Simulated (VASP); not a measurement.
# Nb2H (Pn-3m) in VASP: notebook

The runs below take Nb2H through single point, relaxation of cell and atoms, with PBE.

All numbers are computed with VASP 6.6.1; they aren't measurements. Logs are shortened: lines on timing, memory, paths and dates and some standing lists are left out, and cuts for length are marked.

## Step 1: The cell of the first run

The structure is cubic, space group Pn-3m (No. 224). The conventional cell has a = 4.344 Å, b = 4.344 Å, c = 4.344 Å, α = 90.00°, β = 90.00°, γ = 90.00°. Nb (site symmetry -3m) has 2 H at 1.88 Å within 2.5 Å. Within 2.5 Å of H (site symmetry -43m) lie 4 Nb at 1.88 Å.

## Step 2: Single point, PBE

Contents of INCAR:

```
SYSTEM = Nb2H
ALGO = Normal
EDIFF = 1E-6
ENCUT = 520
GGA = PE
ISIF = 2
ISMEAR = 0
LASPH = .True.
LCHARG = .False.
LREAL = .False.
LWAVE = .False.
NBANDS = 36
NELM = 100
PREC = Accurate
SIGMA = 0.1
```

Contents of KPOINTS:

```
k-points
0
Gamma
  10 10 10
  0 0 0
```

Contents of POSCAR:

```
Nb2H
1.0
    4.3437399521      0.0000000000      0.0000000000
    0.0000000000      4.3437399521      0.0000000000
    0.0000000000      0.0000000000      4.3437399521
Nb H
4 2
Direct
    0.2500000000      0.2500000000      0.7500000000
    0.7500000000      0.2500000000      0.2500000000
    0.2500000000      0.7500000000      0.2500000000
    0.7500000000      0.7500000000      0.7500000000
    0.5000000000      0.5000000000      0.5000000000
    0.0000000000      0.0000000000      0.0000000000
```

Potentials or basis: VASP PAW PBE potentials, release 64 (Nb_sv, H).

Command:

```console
cat potpaw_PBE.64/Nb_sv/POTCAR potpaw_PBE.64/H/POTCAR > POTCAR
mpirun -np 1 vasp_std > vasp.out
```

OUTCAR:

```text
SYSTEM = Nb2H
   EDIFF = 1E-6
   ENCUT = 520
   GGA = PE
   ISIF = 2
   ISMEAR = 0
   LASPH = .True.
   LREAL = .False.
   NELM = 100
   PREC = Accurate

 ion  position               nearest neighbor table
   1  0.250  0.250  0.750-   5 1.88   6 1.88
   2  0.750  0.250  0.250-   5 1.88   6 1.88
   3  0.250  0.750  0.250-   5 1.88   6 1.88
   4  0.750  0.750  0.750-   5 1.88   6 1.88
   5  0.500  0.500  0.500-   1 1.88   2 1.88   3 1.88   4 1.88
   6  0.000  0.000  0.000-   1 1.88   2 1.88   3 1.88   4 1.88

  LATTYP: Found a simple cubic cell.
 ALAT       =     4.3437399521

  Lattice vectors:

 A1 = (   4.3437399521,   0.0000000000,   0.0000000000)
 A2 = (   0.0000000000,   4.3437399521,   0.0000000000)
 A3 = (   0.0000000000,   0.0000000000,   4.3437399521)

Analysis of symmetry for initial positions (statically):
=====================================================================
 Subroutine PRICEL returns:
 Original cell was already a primitive cell.

 Routine SETGRP: Setting up the symmetry group for a
 simple cubic supercell.

 Subroutine GETGRP returns: Found 48 space group operations
 (whereof 24 operations were pure point group operations)
 out of a pool of 48 trial point group operations.

The static configuration has the point symmetry T_d .
 The point group associated with its full space group is O_h .

Analysis of symmetry for dynamics (positions and initial velocities):
=====================================================================
 Subroutine PRICEL returns:
 Original cell was already a primitive cell.

 Routine SETGRP: Setting up the symmetry group for a
 simple cubic supercell.

 Subroutine GETGRP returns: Found 48 space group operations
 (whereof 24 operations were pure point group operations)
 out of a pool of 48 trial point group operations.

The dynamic configuration has the point symmetry T_d .
 The point group associated with its full space group is O_h .

 Subroutine INISYM returns: Found 48 space group operations
 (whereof 24 operations are pure point group operations),
 and found     1 'primitive' translations

----------------------------------------------------------------------------------------

                                     Primitive cell

  volume of cell :      81.9580

  direct lattice vectors                    reciprocal lattice vectors
     4.343739952  0.000000000  0.000000000     0.230216360  0.000000000  0.000000000
     0.000000000  4.343739952  0.000000000     0.000000000  0.230216360  0.000000000
[... 98 lines left out ...]
   NFREE  =      0    steps in history (QN), initial steepest desc. (CG)
   ISIF   =      2    stress and relaxation
   ISYM   =      2    0-nonsym 1-usesym 2-fastsym
   POTIM  = 0.5000    time-step for ionic-motion
   TEBEG  =    0.0;   TEEND  =   0.0 temperature during run
   PSTRESS=    0.0 pullay stress
   NELECT =      54.0000    total number of electrons
   NUPDOWN=      -1.0000    fix difference up-down
   EMIN   =  10.00;   EMAX   =-10.00  energy-range for DOS
   EFERMI =   0.00;   METHOD = LEGACY
   ISMEAR =     0;   SIGMA  =   0.10  broadening in eV -4-tet -1-fermi 0-gaus
   EFERMI_NEDOS =   21; number of points for ismear=-14 and -15
   IALGO  =     38    algorithm
   IMIX   =      4    mixing-type and parameters
     AMIX     =   0.40;   BMIX     =  1.00
     AMIX_MAG =   1.60;   BMIX_MAG =  1.00
  volume/ion in A,a.u.               =      13.66        92.18
  Fermi-wavevector in a.u.,A,eV,Ry     =   1.424543  2.691996 27.610617  2.029323
  Thomas-Fermi vector in A             =   2.545023
   LORBIT       =      0    0 simple, 1 ext, 2 COOP (PROOUT), +10 PAW based schemes
   GGA     = PE    functional components
   LHFCALC =     F    Hartree Fock is set to
   AEXX    =    0.0000 exact exchange contribution
   IVDW    =     0    specifies the selected vdW correction
   LEPSILON=     F    determine dielectric tensor
   LRPA    =     F    only Hartree local field effects (RPA)
 non-spin polarized calculation
 Gauss-broadening in eV      SIGMA  =   0.10
  energy-cutoff  :      520.00
  volume of cell :       81.96
 maximum number of plane-waves:      2272
   NGX = 17   NGY = 17   NGZ = 17

 number of electron      53.9999990 magnetization

 Free energy of the ion-electron system (eV)
  ---------------------------------------------------
  ext. energy  EPLUGINS =         0.00000000
  ---------------------------------------------------
  free energy    TOTEN  =       -47.10646048 eV

  energy without entropy =      -47.07134588  energy(sigma->0) =      -47.08890318

 E-fermi :  10.2140     XC(G=0): -12.0872

 val. band max:       10.1973727693   @ k =   0.3000   0.2000   0.1000
 cond. band min:      10.2184317703   @ k =   0.4000   0.1000   0.1000
 fundamental gap:      0.0210590010
 Fermi energy:        10.2139849041

 k-point     1 :       0.0000    0.0000    0.0000
  band No.  band energies     occupation
      1     -44.7444      2.00000
      2     -44.5583      2.00000
      3     -44.5583      2.00000
      4     -44.5583      2.00000
      5     -21.4083      2.00000
      6     -21.0723      2.00000
[... 925 lines left out ...]
     35      13.4865      0.00000
     36      14.1555      0.00000

 [... further k-points ...]

------------------------ aborting loop because EDIFF is reached ----------------------------------------

  FORCE on cell =-STRESS in cart. coord.  units (eV):
  Direction    XX          YY          ZZ          XY          YZ          ZX
  --------------------------------------------------------------------------------------
  -------------------------------------------------------------------------------------
  Total       -0.1910932     -0.1910932     -0.1910932     -0.0000000      0.0000000      0.0000000
  in kB       -3.7356348     -3.7356348     -3.7356348     -0.0000000      0.0000000      0.0000000
  external PRESSURE =      -3.7356348 kB  Pullay stress =       0.0000000 kB

 VOLUME and BASIS-vectors are now :
 -----------------------------------------------------------------------------
  energy-cutoff  :      520.00
  volume of cell :       81.96
      direct lattice vectors                 reciprocal lattice vectors
     4.343739952  0.000000000  0.000000000     0.230216360  0.000000000  0.000000000
     0.000000000  4.343739952  0.000000000     0.000000000  0.230216360  0.000000000
     0.000000000  0.000000000  4.343739952     0.000000000  0.000000000  0.230216360

 POSITION                                       TOTAL-FORCE (eV/Angst)
 -----------------------------------------------------------------------------------
      1.08593      1.08593      3.25780        -0.000000      0.000000      0.000000
      3.25780      1.08593      1.08593        -0.000000     -0.000000     -0.000000
      1.08593      3.25780      1.08593         0.000000      0.000000      0.000000
      3.25780      3.25780      3.25780         0.000000     -0.000000     -0.000000
      2.17187      2.17187      2.17187         0.000000      0.000000     -0.000000
      0.00000      0.00000      0.00000         0.000000      0.000000     -0.000000
 -----------------------------------------------------------------------------------
    total drift:                               -0.000000      0.000000     -0.000000

  FREE ENERGIE OF THE ION-ELECTRON SYSTEM (eV)
  ---------------------------------------------------
  free  energy   TOTEN  =       -47.1064604761 eV

  energy  without entropy=      -47.0713458798  energy(sigma->0) =      -47.08890318
```

OSZICAR:

```text
N       E                     dE             d eps       ncg     rms          rms(c)
DAV:   1     0.675384591387E+03    0.67538E+03   -0.29474E+04  4032   0.155E+03
DAV:   2     0.785481617080E+01   -0.66753E+03   -0.65347E+03  4560   0.648E+02
DAV:   3    -0.470469732844E+02   -0.54902E+02   -0.53421E+02  7104   0.131E+02
DAV:   4    -0.502521224221E+02   -0.32051E+01   -0.31628E+01  6432   0.305E+01
DAV:   5    -0.504717472906E+02   -0.21962E+00   -0.21922E+00  6944   0.742E+00    0.149E+01
DAV:   6    -0.474410217181E+02    0.30307E+01   -0.63272E+00  5504   0.166E+01    0.495E+00
DAV:   7    -0.470797209398E+02    0.36130E+00   -0.25824E+00  6616   0.897E+00    0.219E+00
DAV:   8    -0.471052522516E+02   -0.25531E-01   -0.25916E-01  5880   0.275E+00    0.870E-01
DAV:   9    -0.471067786971E+02   -0.15264E-02   -0.43472E-02  5600   0.160E+00    0.189E-01
DAV:  10    -0.471063735783E+02    0.40512E-03   -0.48571E-03  5424   0.455E-01    0.842E-02
DAV:  11    -0.471064676877E+02   -0.94109E-04   -0.68207E-04  7064   0.183E-01    0.185E-02
DAV:  12    -0.471064597655E+02    0.79221E-05   -0.77244E-05  5676   0.610E-02    0.136E-02
DAV:  13    -0.471064604761E+02   -0.71056E-06   -0.75937E-06  5536   0.184E-02
   1 F= -.47106460E+02 E0= -.47088903E+02  d E =-.351146E-01
```

Run time: 68 s. Hardware: 1 thread of Intel Xeon Platinum 8488C (Sapphire Rapids), shared host; peak memory 0.25 GiB.

What came out:

| Quantity | Value |
| --- | --- |
| Free energy | -47.1065 eV |
| Pressure | -0.4 GPa |
| Band gap on the k mesh | zero (band 27 reaches 10.57 eV, above the bottom of band 28 at 9.19 eV) |

Levels at points of the mesh, in eV from the Fermi level:
```
           k point  band 25  band 26  band 27  band 28  band 29  band 30
(0.00, 0.00, 0.00)    -0.22    -0.22    -0.22     2.29     2.29     3.07
(0.50, 0.00, 0.00)    -1.09    -1.09     0.29     0.29     1.01     1.01
(0.50, 0.50, 0.00)    -1.19    -1.19    -1.03    -1.03     0.97     0.97
(0.50, 0.50, 0.50)    -0.24    -0.24    -0.03    -0.03    -0.03     0.87
```

## Step 3: Relaxation of cell and atoms, PBE

This run uses another cell than the first one, of 13.70 Å³/atom, 1.003 times its volume.

Contents of INCAR:

```
PREC = Accurate
ENCUT = 600
EDIFF = 1E-6
ISMEAR = 0
SIGMA = 0.1
LREAL = F
LASPH = T
NELM = 100
ALGO = Normal
ISIF = 3
LWAVE = F
LCHARG = F
GGA = PE
IBRION = 2
NSW = 100
EDIFFG = -0.01
```

Contents of KPOINTS:

```
Automatic mesh
0
Gamma
  10 10 10
```

POSCAR, as its differences from that of step 2:

```diff
@@ -2,5 +2,5 @@
 1.0
-    4.3437399521      0.0000000000      0.0000000000
-    0.0000000000      4.3437399521      0.0000000000
-    0.0000000000      0.0000000000      4.3437399521
+    4.3481597294      0.0000000000      0.0000000000
+    0.0000000000      4.3481597294      0.0000000000
+    0.0000000000      0.0000000000      4.3481597294
 Nb H
```

Potentials or basis: VASP PAW PBE potentials, release 64 (Nb_sv, H).

Command:

```console
cat potpaw_PBE.64/Nb_sv/POTCAR potpaw_PBE.64/H/POTCAR > POTCAR
mpirun -np 1 vasp_std > vasp.out
```

Run time: 5.6 min. Hardware: 1 thread of Intel Xeon Platinum 8488C (Sapphire Rapids), shared host; peak memory 0.3 GiB.

It converged, with:

```yaml
Free_energy: -47.1081 eV
Relaxed_volume: 13.63 Å³/atom
Relaxed_cell: a = 4.341 Å, b = 4.341 Å, c = 4.341 Å, α = 90.00°, β = 90.00°, γ = 90.00°
Space_group_after_relaxing_to_0.05_Å: Pn-3m (No. 224)
Energy_gained_by_relaxing: 0.2 meV/atom
Ionic_steps: 3
Pressure_after_relaxing: 0.0 GPa
Band_gap_on_the_k_mesh: zero (band 27 reaches 10.60 eV, above the bottom of band 28 at 9.21 eV)
```

Step by step:
```csv
step,energy change (eV),largest force (eV/Å),pressure (GPa),volume (Å³)
1,0.0000,0.0000,-0.85,82.21
2,0.0002,0.0000,0.91,81.35
3,-0.0011,0.0000,0.01,81.79
```

Final structure:
```
Nb H
1.0
     4.34084    0.00000    0.00000
     0.00000    4.34084    0.00000
     0.00000    0.00000    4.34084
Nb H
4 2
Cartesian
  1.0852 1.0852 3.2556
  3.2556 1.0852 1.0852
  1.0852 3.2556 1.0852
  3.2556 3.2556 3.2556
  2.1704 2.1704 2.1704
  0.0000 0.0000 0.0000
```

Levels at points of the mesh, in eV from the Fermi level:
```
           k point  band 24  band 25  band 26  band 27  band 28  band 29  band 30  band 31
(0.00, 0.00, 0.00)    -3.01    -0.22    -0.22    -0.22     2.29     2.29     3.08     3.08
(0.50, 0.00, 0.00)    -1.63    -1.09    -1.09     0.29     0.29     1.02     1.02     1.60
(0.50, 0.50, 0.00)    -1.21    -1.20    -1.20    -1.03    -1.03     0.97     0.97     1.10
(0.50, 0.50, 0.50)    -0.59    -0.24    -0.24    -0.03    -0.03    -0.03     0.87     0.87
```

## Step 4: Single point, PBE

This run uses another cell than the first one, of 13.70 Å³/atom, 1.003 times its volume.

Contents of INCAR:

```
ALGO = Normal
EDIFF = 1E-6
ENCUT = 520
GGA = PE
ISIF = 2
ISMEAR = 0
LASPH = True
LCHARG = False
LREAL = False
LWAVE = False
NBANDS = 36
NELM = 100
PREC = Accurate
SIGMA = 0.1
```

Contents of KPOINTS:

```
k-points
0
Gamma
  4 4 4
```

POSCAR is that of step 3.

Command:

```console
cat potpaw_PBE.64/Nb_sv/POTCAR potpaw_PBE.64/H/POTCAR > POTCAR
mpirun -np 1 vasp_std > vasp.out
```

Run time: 25 s. Hardware: 1 thread of Intel Xeon Platinum 8488C (Sapphire Rapids), shared host; peak memory 0.18 GiB.

The run converged. Its results:

```
Free energy            : -47.0234 eV
Pressure               : -0.5 GPa
Band gap on the k mesh : zero (band 27 reaches 10.45 eV, above the bottom of band 28 at 9.15 eV)
```

Levels at points of the mesh, in eV from the Fermi level:
```
           k point  band 25  band 26  band 27  band 28  band 29  band 30
(0.00, 0.00, 0.00)    -0.25    -0.25    -0.25     2.25     2.25     3.04
(0.50, 0.00, 0.00)    -1.11    -1.11     0.26     0.26     0.97     0.97
(0.50, 0.50, 0.00)    -1.22    -1.22    -1.05    -1.05     0.93     0.93
(0.50, 0.50, 0.50)    -0.27    -0.27    -0.05    -0.05    -0.05     0.84
```

Caveat: the k points lie up to 0.36 Å⁻¹ apart.

## Step 5: Relaxation of cell and atoms, PBE

This run uses another cell than the first one, of 14.79 Å³/atom, 1.083 times its volume.

Contents of INCAR:

```
ALGO = Normal
EDIFF = 1E-6
EDIFFG = -0.04
ENCUT = 600
GGA = PE
IBRION = 2
ISIF = 3
ISMEAR = 0
LASPH = T
LCHARG = F
LREAL = F
LWAVE = F
NELM = 100
NSW = 90
PREC = Accurate
SIGMA = 0.1
```

KPOINTS is that of step 4.

POSCAR, as its differences from that of step 4:

```diff
@@ -2,5 +2,5 @@
 1.0
-    4.3481597294      0.0000000000      0.0000000000
-    0.0000000000      4.3481597294      0.0000000000
-    0.0000000000      0.0000000000      4.3481597294
+    4.4605451400      0.0000000000      0.0000000000
+    0.0000000000      4.4605451400      0.0000000000
+    0.0000000000      0.0000000000      4.4605451400
 Nb H
```

Command:

```console
cat potpaw_PBE.64/Nb_sv/POTCAR potpaw_PBE.64/H/POTCAR > POTCAR
mpirun -np 1 vasp_std > vasp.out
```

It took 99 s on 1 thread of Intel Xeon Platinum 8488C (Sapphire Rapids), shared host; peak memory 0.22 GiB.

Results (log left out):

```
Free energy                            : -47.0286 eV
Relaxed volume                         : 13.68 Å³/atom
Relaxed cell                           : a = 4.346 Å, b = 4.346 Å, c = 4.346 Å, α = 90.00°, β = 90.00°, γ = 90.00°
Space group after relaxing (to 0.05 Å) : Pn-3m (No. 224)
Energy gained by relaxing              : 42.6 meV/atom
Ionic steps                            : 3
Pressure after relaxing                : -0.2 GPa
Band gap on the k mesh                 : zero (band 27 reaches 10.47 eV, above the bottom of band 28 at 9.16 eV)
```

The path:
| step | energy change (eV) | largest force (eV/Å) | pressure (GPa) | volume (Å³) |
| --- | --- | --- | --- | --- |
| 1 | 0.0000 | 0.0000 | -11.40 | 88.75 |
| 2 | 0.0070 | 0.0000 | 14.61 | 75.91 |
| 3 | -0.2559 | 0.0000 | -0.16 | 82.08 |

Final structure:
```
Nb H
1.0
     4.34590    0.00000    0.00000
     0.00000    4.34590    0.00000
     0.00000    0.00000    4.34590
Nb H
4 2
Direct
  0.25000 0.25000 0.75000
  0.75000 0.25000 0.25000
  0.25000 0.75000 0.25000
  0.75000 0.75000 0.75000
  0.50000 0.50000 0.50000
  0.00000 0.00000 0.00000
```

Levels at points of the mesh, in eV from the Fermi level:
| k point | band 25 | band 26 | band 27 | band 28 | band 29 | band 30 |
| --- | --- | --- | --- | --- | --- | --- |
| (0.00, 0.00, 0.00) | -0.25 | -0.25 | -0.25 | 2.25 | 2.25 | 3.04 |
| (0.50, 0.00, 0.00) | -1.11 | -1.11 | 0.26 | 0.26 | 0.97 | 0.97 |
| (0.50, 0.50, 0.00) | -1.22 | -1.22 | -1.05 | -1.05 | 0.93 | 0.93 |
| (0.50, 0.50, 0.50) | -0.27 | -0.27 | -0.05 | -0.05 | -0.05 | 0.85 |

## Step 6: The runs side by side

```tsv
task	cell	k mesh	cutoff (eV)	gap on the mesh (eV)	pressure (GPa)	relaxed volume (Å³/atom)
single point	a = 4.344 Å, 6 atoms	10 × 10 × 10	520	none	-0.4	-
relaxation of cell and atoms	relaxed from a = 4.348 Å, 6 atoms	10 × 10 × 10	600	none	0.0	13.63
single point	a = 4.348 Å, 6 atoms	4 × 4 × 4	520	none	-0.5	-
relaxation of cell and atoms	relaxed from a = 4.461 Å, 6 atoms	4 × 4 × 4	600	none	-0.2	13.68
```

Alike in all rows: level PBE; potentials or basis VASP PAW PBE potentials, release 64 (Nb_sv, H); no spin polarisation; smearing gaussian 0.1 eV.

Caveats: some runs use coarse meshes.

Total energies depend on the potentials used, so only differences within one code and one set of settings carry meaning.
